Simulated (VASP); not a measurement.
**YHf2O2: single point with PBE**

The system is YHf2O2.

```
CELL_PARAMETERS angstrom
-1.82438 1.82438 5.86693
1.82438 -1.82438 5.86693
1.82438 1.82438 -5.86693
ATOMIC_POSITIONS crystal
Y 0.00000 0.00000 0.00000
Hf 0.75000 0.25000 0.50000
Hf 0.25000 0.75000 0.50000
O 0.35476 0.35476 0.00000
O 0.64524 0.64524 0.00000
```

The cell was generated, and may not be a known phase.

```json
{
  "Program": "VASP 6.6.1",
  "Task": "single point",
  "Functional": "PBE",
  "Potentials or basis": "VASP PAW PBE potentials, release 64 (Y_sv, Hf_pv, O)",
  "Cutoff": "520 eV",
  "k mesh": "6 × 6 × 6",
  "Occupations": "gaussian, width 0.1 eV",
  "Spin": "no spin polarisation",
  "Dipole correction": "no",
  "Further INCAR settings": "ALGO = Normal; EDIFF = 1e-06; NBANDS = 30"
}
```

```json
{"Pressure": "19.2 GPa", "Largest force": "1.259 eV/Å", "Band gap on the k mesh": "zero (an odd number of electrons rules out a gap without spin polarisation)"}
```

Forces in eV/Å, atoms in the order of the input:
```
Y    0.000  0.000  0.000
Hf   0.000  0.000  0.000
Hf   0.000  0.000  0.000
O    0.000  0.000  1.259
O    0.000  0.000 -1.259
```

Stress tensor (GPa, compression positive):
```
26.55  0.00  0.00
 0.00 26.55  0.00
 0.00  0.00  4.59
```

Levels at points of the mesh, in eV from the Fermi level:
```csv
k point,band 18,band 19,band 20,band 21,band 22,band 23,band 24,band 25,band 26,band 27
"(0.00, 0.00, 0.00)",-5.35,-3.11,-2.59,-0.50,0.07,0.18,1.01,2.50,2.50,2.66
"(0.50, 0.00, 0.00)",-5.83,-1.16,-0.40,-0.38,0.34,1.08,1.73,1.79,2.53,3.18
"(0.50, 0.50, 0.00)",-4.98,-2.27,-1.23,-0.96,-0.79,1.02,1.39,1.79,2.82,3.54
"(0.50, 0.50, 0.50)",-5.34,-2.59,-1.54,-1.24,-1.00,-0.26,1.05,2.65,2.65,3.40
```

Run time: 91 s on 1 thread of AMD EPYC 9R45 96-Core Processor (Zen 5), with other jobs on the host, peak memory 0.35 GiB.

Caveat: the stress differs along the axes, from 5 to 27 GPa; spin-orbit coupling is left out, which moves the levels of the heavy elements; an odd number of electrons without spin polarisation forces a metal; a magnetic or distorted state may lie lower.
